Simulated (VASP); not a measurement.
I, 1 atom in the cell. The structure is orthorhombic, space group Fmmm (No. 69). Conventional cell: a = 4.355 Å, b = 4.699 Å, c = 7.767 Å, α = 90.00°, β = 90.00°, γ = 90.00°. I (site symmetry mmm) has 16 I at 3.20 to 4.70 Å within 4.7 Å. 

* Program: VASP 6.6.1
* Task: single point
* Functional: r2SCAN
* Dispersion: D3(BJ)
* Potentials or basis: VASP PAW PBE potentials, release 64 (I)
* Cutoff: 520 eV
* k mesh: 9 × 9 × 9
* Occupations: fermi-dirac, width 0.05 eV
* Spin: no spin polarisation
* Dipole correction: no
* Further INCAR settings: ALGO = Normal; EDIFF = 1e-07; NBANDS = 10

Potentials or basis: VASP PAW PBE potentials, release 64 (I).

The run is started by

```bash
$ cat potpaw_PBE.64/I/POTCAR > POTCAR
$ cp INCAR.step1 INCAR
$ mpirun -np 1 vasp_std > vasp.out
$ cp INCAR.step2 INCAR
$ mpirun -np 1 vasp_std > vasp.out
```

Hardware: 1 thread of Intel Xeon 8259CL (shared host).

Task: Estimate the wall time of this run.

Result: It took 3.9 min on 1 thread of Intel Xeon 8259CL, on a shared host, peak memory 0.22 GiB. Counts: k points 125.
